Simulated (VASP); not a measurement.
Here is a VASP 6.6.1 calculation.

INCAR

```
SYSTEM = Rh
ALGO = Normal
EDIFF = 1E-6
ENCUT = 500
GGA = PE
GGA_COMPAT = .FALSE.
ISIF = 2
ISMEAR = -1
LASPH = .TRUE.
LCHARG = .FALSE.
LREAL = .FALSE.
LWAVE = .FALSE.
NBANDS = 14
NELM = 120
PREC = Accurate
SIGMA = 0.05
```

KPOINTS

```
k-points
0
G
  17 17 17
  0 0 0
```

Contents of POSCAR:

```
Rh
1.0
    0.0000000000      1.8140109974      1.8140109974
    1.8140109974      0.0000000000      1.8140109974
    1.8140109974      1.8140109974      0.0000000000
Rh
1
Direct
    0.0000000000      0.0000000000      0.0000000000
```

Potentials or basis: VASP PAW PBE potentials, release 64 (Rh_pv).

Run with:

```bash
$ cat potpaw_PBE.64/Rh_pv/POTCAR > POTCAR
$ mpirun -np 1 vasp_std > vasp.out
```

(1) Predict the pressure.

(2) What does it give for the band gap on the k mesh?

Results:

(1) 63.6 GPa.

(2) zero (an odd number of electrons rules out a gap without spin polarisation).

Caveat: the cell stands under pressure.
